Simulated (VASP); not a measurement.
Input of a VASP 6.6.1 run:

Contents of INCAR:

```
SYSTEM = Ge
ALGO = Normal ; EDIFF = 1E-6
ENCUT = 520 ; GGA = PS
ISIF = 2 ; ISMEAR = -1
LASPH = .TRUE. ; LCHARG = .TRUE.
LELF = .TRUE. ; LREAL = .FALSE.
LVHAR = .TRUE. ; LWAVE = .FALSE.
NBANDS = 21 ; NELM = 80
PREC = Accurate ; SIGMA = 0.05
```

File KPOINTS:

```
k-points
0
G
  11 11 11
  0 0 0
```

POSCAR

```
Ge
1.0
   -2.3859172617      2.3859172617      1.2881531536
    2.3859172617     -2.3859172617      1.2881531536
    2.3859172617      2.3859172617     -1.2881531536
Ge
2
Direct
    0.5000000000      0.5000000000      0.0000000000
    0.2500000000      0.7500000000      0.5000000000
```

Potentials or basis: VASP PAW PBE potentials, release 64 (Ge_d).

Run with:

```sh
$ cat potpaw_PBE.64/Ge_d/POTCAR > POTCAR
$ mpirun -np 1 vasp_std > vasp.out
```

Task: What does it give for the pressure?

Result: 29.9 GPa.

Task: What does it give for the band gap on the k mesh?

Result: Zero (band 14 reaches 12.03 eV, above the bottom of band 15 at 5.61 eV).

Caveat: the PAW data sets were made with another functional, which shifts forces and pressure a little.
